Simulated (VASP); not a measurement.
Crystal: K2LiBr3.

```
K Li Br
1.0
     4.49113    0.00000    0.00000
    -2.24557    3.88944    0.00000
     0.00000    0.00000   11.14427
K Li Br
2 1 3
Cartesian
  0.0000 2.5930 9.2178
  2.2456 1.2965 1.9265
  0.0000 0.0000 5.5721
  0.0000 2.5930 3.8792
  2.2456 1.2965 7.2650
  0.0000 0.0000 0.0000
```

| Item | Value |
| --- | --- |
| Program | VASP 6.6.1 |
| Task | relaxation of cell and atoms |
| Functional | PBEsol |
| Potentials or basis | VASP PAW PBE potentials, release 64 (K_sv, Li_sv, Br) |
| Cutoff | 600 eV |
| k mesh | 6 × 6 × 2 |
| Occupations | fermi-dirac, width 0.03 eV |
| Spin | no spin polarisation |

At the start: pressure -1.0 GPa; volume 32.44 Å³/atom.

Task: How do energy, volume and symmetry change on relaxing?

Result: Over 11 steps the energy falls by 30.4 meV/atom and the volume is 29.58 Å³/atom (-8.8 %); space group P-3m1 (No. 164, to 0.1 Å) before and after.

The path:
```csv
step,energy change (eV),largest force (eV/Å),pressure (GPa),volume (Å³)
1,0.0000,0.3849,-1.03,194.67
2,-0.0454,0.3896,-0.64,188.85
3,-0.0875,0.3892,0.43,176.98
4,-0.1169,0.2994,0.36,176.76
5,-0.1657,0.2082,0.23,176.12
6,-0.1677,0.2189,0.21,175.94
7,-0.1786,0.1069,-0.09,178.35
8,-0.1799,0.0579,-0.21,179.45
9,-0.1822,0.0112,0.01,177.33
10,-0.1822,0.0104,0.01,177.39
11,-0.1822,0.0095,0.01,177.45
```

Final structure:
```cif
data_structure
_symmetry_space_group_name_H-M 'P 1'
_symmetry_Int_Tables_number 1
_cell_length_a 4.3191
_cell_length_b 4.3191
_cell_length_c 10.9839
_cell_angle_alpha 90.000
_cell_angle_beta 90.000
_cell_angle_gamma 120.000
_cell_volume 177.45
loop_
_atom_site_label
_atom_site_type_symbol
_atom_site_fract_x
_atom_site_fract_y
_atom_site_fract_z
_atom_site_occupancy
K1 K 0.33333 0.66667 0.81585 1
K2 K 0.66667 0.33333 0.18415 1
Li1 Li 0.00000 0.00000 0.50000 1
Br1 Br 0.33333 0.66667 0.36980 1
Br2 Br 0.66667 0.33333 0.63020 1
Br3 Br 0.00000 0.00000 0.00000 1
```

Caveat: the cutoff is under 1.25 times the usual one of these potentials, so pressure, stress and relaxed cells hold a basis-set (Pulay) error; the PAW data sets were made with another functional, which shifts forces and pressure a little.
